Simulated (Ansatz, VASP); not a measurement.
# Ba in VASP and in Ansatz

File INCAR:

```
SYSTEM = Ba
PREC = Accurate ; ENCUT = 520
EDIFF = 1E-6 ; ISMEAR = -1
SIGMA = 0.05 ; LREAL = .False.
LASPH = .True. ; NELM = 150
ALGO = Fast ; ISIF = 2
LWAVE = .False. ; LCHARG = .False.
LNONCOLLINEAR = .True. ; MAGMOM = 0 0 0
LORBIT = 11 ; LSORBIT = .True.
GGA_COMPAT = .False. ; LORBMOM = .True.
GGA = PE ; NBANDS = 21
```

Contents of KPOINTS:

```
Automatic mesh
0
Gamma
  6 6 6
  0 0 0
```

File POSCAR:

```
Ba
1.0
   -2.5065000000      2.5065000000      2.5065000000
    2.5065000000     -2.5065000000      2.5065000000
    2.5065000000      2.5065000000     -2.5065000000
Ba
1
Direct
    0.0000000000      0.0000000000      0.0000000000
```

input.yaml

```yaml
crystal:
  lattice:
    - [-2.5065, 2.5065, 2.5065]
    - [2.5065, -2.5065, 2.5065]
    - [2.5065, 2.5065, -2.5065]
  atoms:
    - { symbol: Ba, position: [0.0, 0.0, 0.0] }
kpoints:
  mp_grid: { grid: [6, 6, 6] }
  band_path:
    path:
      - [0.0, 0.0, 0.0]
      - [0.5, -0.5, 0.5]
      - [0.0, 0.0, 0.5]
      - [0.0, 0.0, 0.0]
      - [0.25, 0.25, 0.25]
      - [0.5, -0.5, 0.5]
    npoints: 6
scf:
  occupations: { method: fermi_dirac, width: 0.05 }
hamiltonian:
  xc: pbe
  pseudopotentials: { kind: all_electron, lapw: { basis_error: 0.001 } }
magnetization:
  noncollinear: true
  spin_orbit: true
output:
  forces: true
  stress: true
  eigenvalues: true
```

Alike in both runs: functional PBE; k mesh 6 × 6 × 6; occupations fermi-dirac, width 0.05 eV; non-collinear spin, spin-orbit coupling.

|  | VASP | Ansatz |
| --- | --- | --- |
| version | VASP 6.6.1 | Ansatz 0.2.0 |
| potentials or method | VASP PAW PBE potentials, release 64 (Ba_sv), cutoff 520 eV | all-electron LAPW, relativistic spinors |
| task | single point | band structure |

Ansatz gave:

```
pressure (GPa)           : 0.1
net moment per atom (μB) : 0.00
```

Problem. Estimate VASP's values.

Solution. Pressure (GPa): 0.2; net moment per atom (μB): 0.00.

Ansatz ran all-electron here, and VASP with PAW potentials.

Noted on Ansatz's run: the k mesh is thin for a metal, which can move the energy by tens of meV per atom.
